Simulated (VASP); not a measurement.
# Ta4Br: single point with PBE

Crystal: Ta4Br.

```
Ta Br
1.0
    -2.96096    2.96096    2.96096
     2.96096   -2.96096    2.96096
     2.96096    2.96096   -2.96096
Ta Br
4 1
Direct
  0.00000 0.00000 0.50000
  0.50000 0.00000 0.00000
  0.50000 0.50000 0.50000
  0.00000 0.50000 0.00000
  0.00000 0.00000 0.00000
```

The cell was generated, and may not be a known phase.

* Program: VASP 6.6.1
* Task: single point
* Functional: PBE
* Potentials or basis: VASP PAW PBE potentials, release 64 (Ta_pv, Br)
* Cutoff: 520 eV
* k mesh: 10 × 10 × 10
* Occupations: gaussian, width 0.1 eV
* Spin: no spin polarisation

```
Pressure               : 0.1 GPa
Band gap on the k mesh : zero (an odd number of electrons rules out a gap without spin polarisation)
```

Levels at points of the mesh, in eV from the Fermi level:
```csv
k point,band 23,band 24,band 25,band 26,band 27,band 28,band 29,band 30
"(0.00, 0.00, 0.00)",-2.65,-2.65,0.74,0.74,0.74,1.62,1.98,1.98
"(0.50, 0.00, 0.00)",-1.37,-0.37,-0.15,-0.03,0.15,0.33,0.75,0.90
"(0.50, 0.50, 0.50)",-1.13,-1.13,-0.11,-0.11,-0.11,1.44,1.44,1.44
```

Wall time 5.5 min on 1 thread of Oxide Virtual Turin-like Processor (shared host), peak memory 0.29 GiB.

Caveat: spin-orbit coupling is left out, which moves the levels of the heavy elements; an odd number of electrons without spin polarisation forces a metal; a magnetic or distorted state may lie lower.
